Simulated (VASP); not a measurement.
## C: single point with LDA

C:

```
C
1.0
     0.01973    1.75899    1.75899
     1.75899    0.01973    1.75899
     1.75899    1.75899    0.01973
C
2
Direct
  0.00020 0.00020 0.00020
  0.24980 0.24980 0.24980
```

```
Program             : VASP 6.6.1
Task                : single point
Functional          : LDA
Potentials or basis : VASP PAW LDA potentials, release 64 (C)
Cutoff              : 600 eV
k mesh              : 9 × 9 × 9
Occupations         : gaussian, width 0.01 eV
Spin                : no spin polarisation
```

The pressure is 15.2 GPa. The largest force is 0.004 eV/Å and the band gap on the k mesh is 4.23 eV (least direct gap 5.34 eV).

Forces on the atoms (eV/Å):
```
C    0.002  0.002  0.002
C   -0.002 -0.002 -0.002
```

Stress tensor (GPa, compression positive):
```
15.20 -7.10 -7.10
-7.10 15.20 -7.10
-7.10 -7.10 15.20
```

Levels at points of the mesh, in eV from the valence-band top:
| k point | band 1 | band 2 | band 3 | band 4 | band 5 | band 6 | band 7 | band 8 | band 9 |
| --- | --- | --- | --- | --- | --- | --- | --- | --- | --- |
| (0.00, 0.00, 0.00) | -22.14 | -0.09 | 0.00 | 0.00 | 5.34 | 5.84 | 5.84 | 14.90 | 19.76 |

Run time: 12 s on 1 thread of Intel(R) Xeon(R) Platinum 8259CL CPU @ 2.50GHz (Skylake/Cascade Lake), with other jobs on the host, peak memory 0.12 GiB.

Caveat: the cell stands under pressure; an odd mesh through Γ misses points on the zone boundary, where band edges can lie.
